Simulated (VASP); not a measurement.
Input of a VASP 6.6.1 run:

The input INCAR:

```
SYSTEM = W
PREC     = Accurate       ! precision mode
ENCUT    = 400            ! plane-wave cutoff, eV
EDIFF    = 1E-8           ! SCF threshold, eV
ISMEAR   = -1             ! smearing method
SIGMA    = 0.05           ! smearing width, eV
LREAL    = .FALSE.        ! projectors in reciprocal space
LASPH    = .TRUE.         ! aspherical terms in the spheres
NELM     = 120            ! most SCF steps
ALGO     = Normal         ! electronic algorithm
ISIF     = 2              ! what is computed and relaxed
LWAVE    = .FALSE.        ! write WAVECAR
LCHARG   = .FALSE.        ! write CHGCAR
GGA      = PS             ! functional
LEFG     = .TRUE.       
NBANDS   = 13             ! bands
GGA_COMPAT= .FALSE.
```

The input KPOINTS:

```
regular mesh
0
G
  14 14 14
  0 0 0
```

Contents of POSCAR:

```
W
1.0
    0.0000000000      2.0097000000      2.0300000000
    2.0097000000      0.0000000000      2.0300000000
    2.0097000000      2.0097000000      0.0000000000
W
1
Direct
    0.0000000000      0.0000000000      0.0000000000
```

Potentials or basis: VASP PAW PBE potentials, release 64 (W_sv).

Launch:

```console
$ cat potpaw_PBE.64/W_sv/POTCAR > POTCAR
$ mpirun -np 1 vasp_std > vasp.out
```

Question: Predict the pressure.

Answer: -6.9 GPa.

Question: What does it give for the band gap on the k mesh?

Answer: Zero (band 7 reaches 13.47 eV, above the bottom of band 8 at 9.81 eV).

Electric field gradients, principal values (V/Å²):
| atom | least | middle | greatest (by size) |
| --- | --- | --- | --- |
| 1 W | 2.825 | 2.827 | -5.652 |

Caveat: the cell differs from its parent crystal (equal xx and yy strain of -1 %); without QUAD_EFG the Cq values of the log hold for a quadrupole moment of 1 mb, not for the nuclei; the PAW data sets were made with another functional, which shifts forces and pressure a little; spin-orbit coupling is left out, which moves the levels of the heavy elements.
